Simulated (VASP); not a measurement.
# Nb in VASP: relaxation of the atoms with PBE

Aim: the relaxation of the atoms of Nb with PBE.

All numbers are computed with VASP 6.6.1; they aren't measurements. Logs are shortened: lines on timing, memory, paths and dates and some standing lists are left out, and cuts for length are marked.

## 1. The cell of the first run

The cell holds a slab with vacuum, 4 atoms: a = 3.311 Å, b = 3.311 Å, c = 20.967 Å, α = 90.00°, β = 90.00°, γ = 90.00°.

## 2. Relaxation of the atoms, PBE

INCAR

```
SYSTEM = Nb
PREC = Accurate ; ENCUT = 520
EDIFF = 1E-7 ; ISMEAR = -1
SIGMA = 0.05 ; LREAL = .False.
LASPH = .True. ; NELM = 80
ALGO = Normal ; ISIF = 2
LWAVE = .False. ; LCHARG = .False.
LDIPOL = .True. ; IDIPOL = 3
DIPOL = 0.5 0.5 0.500 ; GGA = PE
IBRION = 2 ; NSW = 60
EDIFFG = -0.01 ; KPAR = 4
```

KPOINTS

```
regular mesh
0
Gamma
  10 10 1
  0 0 0
```

POSCAR

```
Nb
1.0
    3.3112325450      0.0000000000      0.0000000000
    0.0000000000      3.3112325450      0.0000000000
    0.0000000000      0.0000000000     20.9668000000
Nb
4
Direct
    0.2500000000      0.2500000000      0.3815544380
    0.7500000000      0.7500000000      0.4605181457
    0.2500000000      0.2500000000      0.5394818538
    0.7500000000      0.7500000000      0.6184455620
```

Potentials or basis: VASP PAW PBE potentials, release 64 (Nb_sv).

On the command line:

```sh
$ cat potpaw_PBE.64/Nb_sv/POTCAR > POTCAR
$ mpirun -np 4 vasp_std > vasp.out
```

OUTCAR:

```text
SYSTEM = Nb
   PREC = Accurate
   ENCUT = 520
   EDIFF = 1E-7
   ISMEAR = -1
   LREAL = .False.
   LASPH = .True.
   NELM = 80
   ISIF = 2
   GGA = PE
   IBRION = 2
   NSW = 60
   EDIFFG = -0.01

 ion  position               nearest neighbor table
   1  0.250  0.250  0.382-   2 2.87   2 2.87   2 2.87   2 2.87
   2  0.750  0.750  0.461-   1 2.87   1 2.87   1 2.87   1 2.87   3 2.87   3 2.87   3 2.87   3 2.87

   3  0.250  0.250  0.539-   2 2.87   2 2.87   2 2.87   2 2.87   4 2.87   4 2.87   4 2.87   4 2.87

   4  0.750  0.750  0.618-   3 2.87   3 2.87   3 2.87   3 2.87

  LATTYP: Found a simple tetragonal cell.
 ALAT       =     3.3112325450
 C/A-ratio  =     6.3320228087

  Lattice vectors:

 A1 = (   3.3112325450,   0.0000000000,   0.0000000000)
 A2 = (   0.0000000000,   3.3112325450,   0.0000000000)
 A3 = (   0.0000000000,   0.0000000000,  20.9668000000)

Analysis of symmetry for initial positions (statically):
=====================================================================
 Subroutine PRICEL returns:
 Original cell was already a primitive cell.

 Routine SETGRP: Setting up the symmetry group for a
 simple tetragonal supercell.

 Subroutine GETGRP returns: Found 16 space group operations
 (whereof  4 operations were pure point group operations)
 out of a pool of 16 trial point group operations.

The static configuration has the point symmetry C_2h.
 The point group associated with its full space group is D_4h.

Analysis of symmetry for dynamics (positions and initial velocities):
=====================================================================
 Subroutine PRICEL returns:
 Original cell was already a primitive cell.

 Routine SETGRP: Setting up the symmetry group for a
 simple tetragonal supercell.

 Subroutine GETGRP returns: Found 16 space group operations
 (whereof  4 operations were pure point group operations)
 out of a pool of 16 trial point group operations.

The dynamic configuration has the point symmetry C_2h.
 The point group associated with its full space group is D_4h.

 Subroutine INISYM returns: Found 16 space group operations
 (whereof  4 operations are pure point group operations),
 and found     1 'primitive' translations

----------------------------------------------------------------------------------------

                                     Primitive cell

  volume of cell :     229.8855

  direct lattice vectors                    reciprocal lattice vectors
     3.311232545  0.000000000  0.000000000     0.302002347  0.000000000  0.000000000
     0.000000000  3.311232545  0.000000000     0.000000000  0.302002347  0.000000000
     0.000000000  0.000000000 20.966800000     0.000000000  0.000000000  0.047694450

  length of vectors
     3.311232545  3.311232545 20.966800000     0.302002347  0.302002347  0.047694450

  position of ions in fractional coordinates (direct lattice)
     0.250000000  0.250000000  0.381554438
     0.750000000  0.750000000  0.460518146
     0.250000000  0.250000000  0.539481854
     0.750000000  0.750000000  0.618445562

  ion indices of the primitive-cell ions
   primitive index   ion index
                 1           1
                 2           2
                 3           3
                 4           4

----------------------------------------------------------------------------------------

 KPOINTS: regular mesh

Automatic generation of k-mesh.
 Grid dimensions read from file:
 generate k-points for:   10   10    1

 Generating k-lattice:

  Cartesian coordinates                     Fractional coordinates (reciprocal lattice)
     0.030200235  0.000000000  0.000000000     0.100000000  0.000000000  0.000000000
     0.000000000  0.030200235  0.000000000     0.000000000  0.100000000  0.000000000
     0.000000000  0.000000000  0.047694450     0.000000000  0.000000000  1.000000000

  Length of vectors
     0.030200235  0.030200235  0.047694450

  Shift w.r.t. Gamma in fractional coordinates (k-lattice)
     0.000000000  0.000000000  0.000000000

 Subroutine IBZKPT returns following result:
 ===========================================

 Found     21 irreducible k-points:

 Following reciprocal coordinates:
            Coordinates               Weight
  0.000000  0.000000  0.000000      1.000000
  0.100000  0.000000  0.000000      4.000000
  0.200000  0.000000  0.000000      4.000000
  0.300000  0.000000  0.000000      4.000000
  0.400000  0.000000  0.000000      4.000000
  0.500000  0.000000  0.000000      2.000000
[... 13 lines left out ...]
  0.500000  0.400000  0.000000      4.000000
  0.500000  0.500000  0.000000      1.000000
   k-points           NKPTS =     21   k-points in BZ     NKDIM =     21   number of bands    NBANDS=     31
   number of dos      NEDOS =    301   number of ions     NIONS =      4
   total plane-waves  NPLWV = 125440
   dimension x,y,z NGX =    28 NGY =   28 NGZ =  160
   dimension x,y,z NGXF=    56 NGYF=   56 NGZF=  320
   ions per type =               4
   NGX,Y,Z   is equivalent  to a cutoff of  14.06, 14.06, 12.69 a.u.
   NGXF,Y,Z  is equivalent  to a cutoff of  28.12, 28.12, 25.37 a.u.
 SYSTEM =  Nb
   PREC   = accura    normal or accurate (medium, high low for compatibility)
   ISTART =      0    job   : 0-new  1-cont  2-samecut
   ICHARG =      2    charge: 1-file 2-atom 10-const
   ISPIN  =      1    spin polarized calculation?
   LNONCOLLINEAR =      F non collinear calculations
   LSORBIT =      F    spin-orbit coupling
   LASPH  =      T    aspherical Exc in radial PAW
   ENCUT  =  520.0 eV  38.22 Ry    6.18 a.u.   6.16  6.16 38.98*2*pi/ulx,y,z
   NELM   =     80;   NELMIN=  2; NELMDL= -5     # of ELM steps
   EDIFF  = 0.1E-06   stopping-criterion for ELM
   LREAL  =      F    real-space projection
   EDIFFG = -.1E-01   stopping-criterion for IOM
   NSW    =     60    number of steps for IOM
   IBRION =      2    ionic relax: 0-MD 1-quasi-New 2-CG
   NFREE  =      1    steps in history (QN), initial steepest desc. (CG)
   ISIF   =      2    stress and relaxation
   ISYM   =      2    0-nonsym 1-usesym 2-fastsym
   POTIM  = 0.5000    time-step for ionic-motion
   TEBEG  =    0.0;   TEEND  =   0.0 temperature during run
   PSTRESS=    0.0 pullay stress
   NELECT =      52.0000    total number of electrons
   NUPDOWN=      -1.0000    fix difference up-down
   EMIN   =  10.00;   EMAX   =-10.00  energy-range for DOS
   EFERMI =   0.00;   METHOD = LEGACY
   ISMEAR =    -1;   SIGMA  =   0.05  broadening in eV -4-tet -1-fermi 0-gaus
   EFERMI_NEDOS =   21; number of points for ismear=-14 and -15
   IALGO  =     38    algorithm
   IMIX   =      4    mixing-type and parameters
     AMIX     =   0.40;   BMIX     =  1.00
     AMIX_MAG =   1.60;   BMIX_MAG =  1.00
  volume/ion in A,a.u.               =      57.47       387.84
  Fermi-wavevector in a.u.,A,eV,Ry     =   0.997483  1.884969 13.537417  0.994972
  Thomas-Fermi vector in A             =   2.129642
   LORBIT       =      0    0 simple, 1 ext, 2 COOP (PROOUT), +10 PAW based schemes
   GGA     = PE    functional components
   LHFCALC =     F    Hartree Fock is set to
   AEXX    =    0.0000 exact exchange contribution
   IVDW    =     0    specifies the selected vdW correction
   LEPSILON=     F    determine dielectric tensor
   LRPA    =     F    only Hartree local field effects (RPA)
 conjugate gradient relaxation of ions
 non-spin polarized calculation
  energy-cutoff  :      520.00
  volume of cell :      229.89
 maximum number of plane-waves:      6232
 NGX is ok and might be reduce to    28
   NGX = 13   NGY = 13   NGZ = 77

--------------------------------------- Ionic step        1  -------------------------------------------

 number of electron      52.0000003 magnetization

 Free energy of the ion-electron system (eV)
  ---------------------------------------------------
  ext. energy  EPLUGINS =         0.00000000
  ---------------------------------------------------
  free energy    TOTEN  =       -37.24360232 eV

  energy without entropy =      -37.17200327  energy(sigma->0) =      -37.20780280

------------------------ aborting loop because EDIFF is reached ----------------------------------------

  FORCE on cell =-STRESS in cart. coord.  units (eV):
  Direction    XX          YY          ZZ          XY          YZ          ZX
  --------------------------------------------------------------------------------------
  -------------------------------------------------------------------------------------
  Total       -5.8708646     -5.8708646     -3.5388634     -0.0000000      0.0000000      0.0000000
  in kB      -40.9167498    -40.9167498    -24.6639634     -0.0000000      0.0000000      0.0000000
  external PRESSURE =     -35.4991543 kB  Pullay stress =       0.0000000 kB
[... 175 lines left out ...]
  energy  without entropy=      -37.3099875246  energy(sigma->0) =      -37.34102403

--------------------------------------- Ionic step        6  -------------------------------------------

 number of electron      51.9999999 magnetization

 dipolmoment           0.000000      0.000000      0.000000 electrons x Angstroem

 Free energy of the ion-electron system (eV)
  ---------------------------------------------------
  ext. energy  EPLUGINS =         0.00000000
  ---------------------------------------------------
  free energy    TOTEN  =       -37.37411476 eV

  energy without entropy =      -37.31242261  energy(sigma->0) =      -37.34326869

 E-fermi :   1.2570     XC(G=0):  -4.9754

 val. band max:        1.2473146236   @ k =   0.4000   0.1000   0.0000
 cond. band min:       1.2630502879   @ k =   0.4000   0.2000   0.0000
 fundamental gap:      0.0157356643
 Fermi energy:         1.2570421232

 k-point     1 :       0.0000    0.0000    0.0000
  band No.  band energies     occupation
      1     -53.7483      2.00000
      2     -53.7320      2.00000
      3     -53.1778      2.00000
      4     -52.9915      2.00000
      5     -29.9698      2.00000
      6     -29.8988      2.00000
[... 703 lines left out ...]
     30       3.3886      0.00000
     31       4.2226      0.00000

------------------------ aborting loop because EDIFF is reached ----------------------------------------

 vacuum level on the upper side and lower side of the slab       (xc-potential included)        -0.006        -0.006

  FORCE on cell =-STRESS in cart. coord.  units (eV):
  Direction    XX          YY          ZZ          XY          YZ          ZX
  --------------------------------------------------------------------------------------
  -------------------------------------------------------------------------------------
  Total       -2.0761116     -2.0761116     -0.0712092     -0.0000000      0.0000000      0.0000000
  in kB      -14.4693747    -14.4693747     -0.4962895     -0.0000000      0.0000000      0.0000000
  external PRESSURE =      -9.8116797 kB  Pullay stress =       0.0000000 kB

 VOLUME and BASIS-vectors are now :
 -----------------------------------------------------------------------------
  energy-cutoff  :      520.00
  volume of cell :      229.89
      direct lattice vectors                 reciprocal lattice vectors
     3.311232545  0.000000000  0.000000000     0.302002347  0.000000000  0.000000000
     0.000000000  3.311232545  0.000000000     0.000000000  0.302002347  0.000000000
     0.000000000  0.000000000 20.966800000     0.000000000  0.000000000  0.047694450
[... 10 lines left out ...]
  FREE ENERGIE OF THE ION-ELECTRON SYSTEM (eV)
  ---------------------------------------------------
  free  energy   TOTEN  =       -37.3741147649 eV

  energy  without entropy=      -37.3124226100  energy(sigma->0) =      -37.34326869

 reached required accuracy - stopping structural energy minimisation

 vacuum level on the upper side and lower side of the slab         4.837         4.837
```

It took 12 min on 4 MPI ranks of Oxide Virtual Turin-like, shared host; peak memory 0.4 GiB.

What came out:

- Free energy: -37.3741 eV
- Energy gained by relaxing: 32.6 meV/atom
- Ionic steps: 6
- Largest force after relaxing: 0.004 eV/Å
- Band gap on the k mesh: zero (bands 26 and 27 overlap by 0.34 eV)

Forces in eV/Å, atoms in the order of the input:
```
Nb   0.000  0.000  0.004
Nb   0.000  0.000 -0.001
Nb   0.000  0.000  0.001
Nb   0.000  0.000 -0.004
```

The path:
```csv
step,energy change (eV),largest force (eV/Å),pressure (GPa)
1,0.0000,0.7776,-3.55
2,-0.0544,0.6021,-2.96
3,-0.1048,0.5811,-1.03
4,-0.1098,0.4121,-1.55
5,-0.1285,0.1322,-1.16
6,-0.1305,0.0041,-0.98
```

Final structure:
```yaml
crystal:
  lattice:
    - [3.31123, 0.00000, 0.00000]
    - [0.00000, 3.31123, 0.00000]
    - [0.00000, 0.00000, 20.96680]
  atoms:
    - { symbol: Nb, position: [0.25000, 0.25000, 0.38902] }
    - { symbol: Nb, position: [0.75000, 0.75000, 0.46053] }
    - { symbol: Nb, position: [0.25000, 0.25000, 0.53947] }
    - { symbol: Nb, position: [0.75000, 0.75000, 0.61098] }
```
